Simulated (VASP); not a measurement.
GaSb: vibrations by perturbation theory with LDA

The system is GaSb.

```xyz
2
Lattice="0.0000 3.0048 3.0048 3.0048 0.0000 3.0048 3.0048 3.0048 0.0000" Properties=species:S:1:pos:R:3 pbc="T T T"
Ga    0.0000    0.0000    0.0000
Sb    4.5071    4.5071    4.5071
```

This cell differs from its parent crystal: phonons at volume x 0.98.

```
Program                : VASP 6.6.1
Task                   : vibrations by perturbation theory
Functional             : LDA
Potentials or basis    : VASP PAW LDA potentials, release 64 (Ga_d, Sb)
Cutoff                 : 520 eV
k mesh                 : 12 × 12 × 12
Occupations            : fermi-dirac, width 0.15 eV
Spin                   : no spin polarisation
Dipole correction      : no
Further INCAR settings : ALGO = Normal; EDIFF = 1e-08; IBRION = 8; NSW = 1
```

- Highest phonon frequency at Γ, LO-TO splitting left out: 231 cm⁻¹

Phonon frequencies in cm⁻¹ (negative: imaginary):
| q point | frequencies |
| --- | --- |
| (0.000, 0.000, 0.000) | 0 0 0 231 231 231 |

It took 3.2 min on 1 thread of Intel(R) Xeon(R) 6975P-C (Granite Rapids), on a shared host, peak memory 0.54 GiB.

Caveat: the cell differs from its parent crystal (phonons at volume x 0.98); the cell wasn't relaxed at this level first, which shifts response properties.
